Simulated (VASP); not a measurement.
# SiC (R3m) in VASP: notebook, part 2 of 2

VASP 6.6.1. Earlier steps stand in the parts before.

**5. Single point, PBEsol**

This run uses another cell than the first one, of 11.27 Å³/atom, 0.973 times its volume.

INCAR

```
SYSTEM = SiC
  PREC = Accurate
  ENCUT = 520
  EDIFF = 1E-7
  ISMEAR = 0
  SIGMA = 0.05
  LREAL = .FALSE.
  LASPH = .TRUE.
  NELM = 80
  ALGO = Normal
  ISIF = 2
  LWAVE = .FALSE.
  LCHARG = .FALSE.
  GGA = PS
  NBANDS = 11
```

KPOINTS

```
regular mesh
0
G
  12 12 12
  0 0 0
```

POSCAR

```
SiC
1.0
    0.0000000000      2.3025816842      2.3025816842
    2.3025816842      0.0000000000      2.3025816842
    2.1843824911      2.1843824911      0.1181991931
Si C
1 1
Direct
    0.0000000000      0.0000000000      0.0000000000
    0.7500000000      0.7500000000      0.7500000000
```

Potentials or basis: VASP PAW PBE potentials, release 64 (Si, C).

On the command line:

```console
$ cat potpaw_PBE.64/Si/POTCAR potpaw_PBE.64/C/POTCAR > POTCAR
$ mpirun -np 1 vasp_std > vasp.out
```

OUTCAR:

```text
SYSTEM = SiC
   PREC = Accurate
   ENCUT = 520
   EDIFF = 1E-7
   ISMEAR = 0
   LREAL = .FALSE.
   LASPH = .TRUE.
   NELM = 80
   ISIF = 2
   GGA = PS

 ion  position               nearest neighbor table
   1  0.000  0.000  0.000-   2 1.84   2 1.98   2 1.98   2 1.98
   2  0.750  0.750  0.750-   1 1.84   1 1.98   1 1.98   1 1.98

  LATTYP: Found a trigonal (rhomboedric) cell.
 ALAT       =     3.0914438025
 COS(alpha) =     0.4452371389

  Lattice vectors:

 A1 = (   2.1843824911,  -0.1181991931,  -2.1843824911)
 A2 = (  -0.1181991931,   2.1843824911,  -2.1843824911)
 A3 = (   2.1843824911,   2.1843824911,   0.1181991931)

Analysis of symmetry for initial positions (statically):
=====================================================================
 Subroutine PRICEL returns:
 Original cell was already a primitive cell.

 Routine SETGRP: Setting up the symmetry group for a
 trigonal (rhombohedral) supercell.

 Subroutine GETGRP returns: Found  6 space group operations
 (whereof  6 operations were pure point group operations)
 out of a pool of 12 trial point group operations.

The static configuration has the point symmetry C_3v.

Analysis of symmetry for dynamics (positions and initial velocities):
=====================================================================
 Subroutine PRICEL returns:
 Original cell was already a primitive cell.

 Routine SETGRP: Setting up the symmetry group for a
 trigonal (rhombohedral) supercell.

 Subroutine GETGRP returns: Found  6 space group operations
 (whereof  6 operations were pure point group operations)
 out of a pool of 12 trial point group operations.

The dynamic configuration has the point symmetry C_3v.

 Subroutine INISYM returns: Found  6 space group operations
 (whereof  6 operations are pure point group operations),
 and found     1 'primitive' translations

----------------------------------------------------------------------------------------

                                     Primitive cell

  volume of cell :      22.5360
[... 112 lines left out ...]
  Thomas-Fermi vector in A             =   2.295762
   LORBIT       =      0    0 simple, 1 ext, 2 COOP (PROOUT), +10 PAW based schemes
   GGA     = PS    functional components
   LHFCALC =     F    Hartree Fock is set to
   AEXX    =    0.0000 exact exchange contribution
   IVDW    =     0    specifies the selected vdW correction
   LEPSILON=     F    determine dielectric tensor
   LRPA    =     F    only Hartree local field effects (RPA)
 non-spin polarized calculation
 Gauss-broadening in eV      SIGMA  =   0.05
  energy-cutoff  :      520.00
  volume of cell :       22.54
 maximum number of plane-waves:       618
   NGX = 13   NGY = 13   NGZ = 11

 number of electron       7.9999999 magnetization

 Free energy of the ion-electron system (eV)
  ---------------------------------------------------
  ext. energy  EPLUGINS =         0.00000000
  ---------------------------------------------------
  free energy    TOTEN  =       -15.68283346 eV

  energy without entropy =      -15.68283346  energy(sigma->0) =      -15.68283346

 E-fermi :   7.5250     XC(G=0): -11.1387

 val. band max:        7.2982496029   @ k =   0.0000   0.0000   0.0000
 cond. band min:       8.3251731142   @ k =   0.5000   0.5000   0.0000
 fundamental gap:      1.0269235113
 Fermi energy:         7.5249594228

 k-point     1 :       0.0000    0.0000    0.0000
  band No.  band energies     occupation
      1      -7.6611      2.00000
      2       7.0156      2.00000
      3       7.0156      2.00000
      4       7.2982      2.00000
      5      11.7641      0.00000
      6      13.2683      0.00000
      7      13.2683      0.00000
      8      15.6125      0.00000
      9      21.1598      0.00000
     10      21.1598      0.00000
     11      22.1491      0.00000
[... 309 lines left out ...]
 k-point    24 :      -0.4167    0.1667   -0.0000
  band No.  band energies     occupation
      1      -4.2687      2.00000
      2      -0.5535      2.00000
      3       4.1862      2.00000
      4       5.8959      2.00000
      5      12.2303      0.00000
      6      14.1215      0.00000
      7      15.6925      0.00000
      8      17.2076      0.00000
      9      20.3130      0.00000
     10      22.3391      0.00000
     11      24.1889      0.00000

 [... further k-points ...]
[... 5 lines left out ...]
  --------------------------------------------------------------------------------------
  -------------------------------------------------------------------------------------
  Total       -1.9813200     -1.9813200     -1.9813200      1.7314082     -1.7314082     -1.7314082
  in kB     -140.8602241   -140.8602241   -140.8602241    123.0929611   -123.0929611   -123.0929611
  external PRESSURE =    -140.8602241 kB  Pullay stress =       0.0000000 kB

 VOLUME and BASIS-vectors are now :
 -----------------------------------------------------------------------------
  energy-cutoff  :      520.00
  volume of cell :       22.54
      direct lattice vectors                 reciprocal lattice vectors
     0.000000000  2.302581684  2.302581684    -0.223185974  0.211109151  0.223185974
     2.302581684  0.000000000  2.302581684     0.211109151 -0.223185974  0.223185974
     2.184382491  2.184382491  0.118199193     0.235262798  0.235262798 -0.235262798

 POSITION                                       TOTAL-FORCE (eV/Angst)
 -----------------------------------------------------------------------------------
      0.00000      0.00000      0.00000        -0.414920     -0.414920      0.414920
      3.36522      3.36522      3.54252         0.414920      0.414920     -0.414920
 -----------------------------------------------------------------------------------
    total drift:                                0.000023      0.000023     -0.000024

  FREE ENERGIE OF THE ION-ELECTRON SYSTEM (eV)
  ---------------------------------------------------
  free  energy   TOTEN  =       -15.6828334597 eV

  energy  without entropy=      -15.6828334597  energy(sigma->0) =      -15.68283346
```

OSZICAR:

```text
N       E                     dE             d eps       ncg     rms          rms(c)
DAV:   1     0.321259544308E+01    0.32126E+01   -0.38746E+03  4278   0.606E+02
DAV:   2    -0.166387668051E+02   -0.19851E+02   -0.18930E+02  5201   0.107E+02
DAV:   3    -0.173025266566E+02   -0.66376E+00   -0.66235E+00  5124   0.166E+01
DAV:   4    -0.173053206455E+02   -0.27940E-02   -0.27938E-02  4780   0.135E+00
DAV:   5    -0.173053341321E+02   -0.13487E-04   -0.13486E-04  5124   0.889E-02    0.799E+00
DAV:   6    -0.157442814812E+02    0.15611E+01   -0.60256E+00  4641   0.105E+01    0.352E+00
DAV:   7    -0.156977382809E+02    0.46543E-01   -0.28792E-01  4997   0.312E+00    0.164E+00
DAV:   8    -0.156830291164E+02    0.14709E-01   -0.22041E-02  4749   0.948E-01    0.168E-01
DAV:   9    -0.156827938572E+02    0.23526E-03   -0.22183E-03  5044   0.260E-01    0.104E-01
DAV:  10    -0.156828292488E+02   -0.35392E-04   -0.18492E-04  4644   0.868E-02    0.336E-02
DAV:  11    -0.156828332853E+02   -0.40365E-05   -0.18552E-05  4992   0.258E-02    0.132E-02
DAV:  12    -0.156828334505E+02   -0.16516E-06   -0.17129E-06  4788   0.826E-03    0.171E-03
DAV:  13    -0.156828334597E+02   -0.92164E-08   -0.29683E-07  4434   0.296E-03
   1 F= -.15682833E+02 E0= -.15682833E+02  d E =-.192406E-13
```

Run time: 56 s. Hardware: 1 thread of Intel Xeon 6975P-C, shared host; peak memory 0.16 GiB.

Results:

```yaml
Free_energy: -15.6828 eV
Pressure: -14.1 GPa
Largest_force: 0.719 eV/Å
Band_gap_on_the_k_mesh: 1.03 eV, indirect (least direct gap 3.81 eV)
```

Forces on the atoms (eV/Å):
```
Si  -0.415 -0.415  0.415
C    0.415  0.415 -0.415
```

Stress tensor (GPa, compression positive):
```
-14.09  12.31 -12.31
 12.31 -14.09 -12.31
-12.31 -12.31 -14.09
```

Caveat: the PAW data sets were made with another functional, which shifts forces and pressure a little. PBEsol gaps usually lie below the measured ones, often by a third to a half.

**6. The runs side by side**

```tsv
cell	gap on the mesh (eV)	pressure (GPa)	largest force (eV/Å)
a = 3.286, b = 3.286, c = 3.120 Å, angles 58.2, 58.2, 60.0°, 2 atoms	1.06	-18.2	0.60
a = 3.115, b = 3.115, c = 3.291 Å, angles 61.8, 61.8, 60.0°, 2 atoms	1.09	-18.3	0.05
a = 3.058, b = 3.058, c = 3.231 Å, angles 61.8, 61.8, 60.0°, 2 atoms	1.03	-9.5	0.26
a = 3.256, b = 3.256, c = 3.091 Å, angles 58.2, 58.2, 60.0°, 2 atoms	1.03	-14.1	0.72
```

Alike in all rows: task single point; level PBEsol; potentials or basis VASP PAW PBE potentials, release 64 (Si, C); no spin polarisation; k mesh 12 × 12 × 12; cutoff (eV) 520; smearing gaussian 0.05 eV.

Caveats: the PAW data sets were made with another functional, which shifts forces and pressure a little.

Absolute energies hang on the potentials; compare differences alone.
